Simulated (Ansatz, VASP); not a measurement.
**CdSe: VASP beside Ansatz**

Contents of INCAR:

```
SYSTEM = CdSe
PREC = Accurate
ENCUT = 520
EDIFF = 1E-6
ISMEAR = 0
SIGMA = 0.01
LREAL = .False.
LASPH = .True.
NELM = 60
ALGO = Normal
ISIF = 2
LWAVE = .False.
LCHARG = .False.
NBANDS = 26
```

The input KPOINTS:

```
regular mesh
0
Gamma
  6 6 4
  0 0 0
```

POSCAR

```
CdSe
1.0
    4.2021558723      0.0000000000      0.0000000000
   -2.1010779362      3.6391737361      0.0000000000
    0.0000000000      0.0000000000      6.8681958844
Cd Se
2 2
Direct
    0.3333333333      0.6666666667      0.0049129874
    0.6666666667      0.3333333333      0.5049129874
    0.3333333333      0.6666666667      0.3800870126
    0.6666666667      0.3333333333      0.8800870126
```

Input for Ansatz:

```yaml
crystal:
  lattice:
    - [4.20215587234, 0.0, 0.0]
    - [-2.10107793617, 3.63917373611, 0.0]
    - [0.0, 0.0, 6.86819588438]
  atoms:
    - { symbol: Cd, position: [0.333333333333, 0.666666666667, 0.004912987365] }
    - { symbol: Cd, position: [0.666666666667, 0.333333333333, 0.504912987365] }
    - { symbol: Se, position: [0.333333333333, 0.666666666667, 0.380087012635] }
    - { symbol: Se, position: [0.666666666667, 0.333333333333, 0.880087012635] }
kpoints:
  mp_grid: { grid: [6, 6, 4] }
scf:
  occupations: { method: fixed }
  convergence: { dr2_threshold: 1.0e-10 }
hamiltonian:
  xc: lda
  pseudopotentials: { kind: all_electron, lapw: { basis_error: 0.0005 } }
output:
  forces: true
  stress: true
  eigenstates:
    kpoints:
      - [0.0, 0.0, 0.0]
      - [0.0, 0.0, -0.5]
      - [-0.5, 0.0, 0.0]
      - [-0.5, 0.5, 0.0]
      - [0.0, -0.5, 0.0]
      - [-0.5, 0.0, -0.5]
      - [-0.5, 0.5, -0.5]
      - [0.0, -0.5, -0.5]
  eigenvalues: true
```

Alike in both runs: task single point; functional LDA; k mesh 6 × 6 × 4; no spin polarisation.

|  | VASP | Ansatz |
| --- | --- | --- |
| version | VASP 6.6.1 | Ansatz 0.2.0 |
| potentials or method | VASP PAW LDA potentials, release 64 (Cd, Se), cutoff 520 eV | all-electron LAPW, scalar-relativistic |
| occupations | gaussian, width 0.01 eV | fixed |

```csv
,VASP,Ansatz,Ansatz less VASP
gap on the k mesh at the Fermi level (eV),0.56,0.53,-0.037
pressure (GPa),2.6,2.0,-0.54
```

LDA's correlation is that of Perdew and Zunger in VASP and of Perdew and Wang (1992) in Ansatz. Ansatz ran all-electron here, and VASP with PAW potentials.
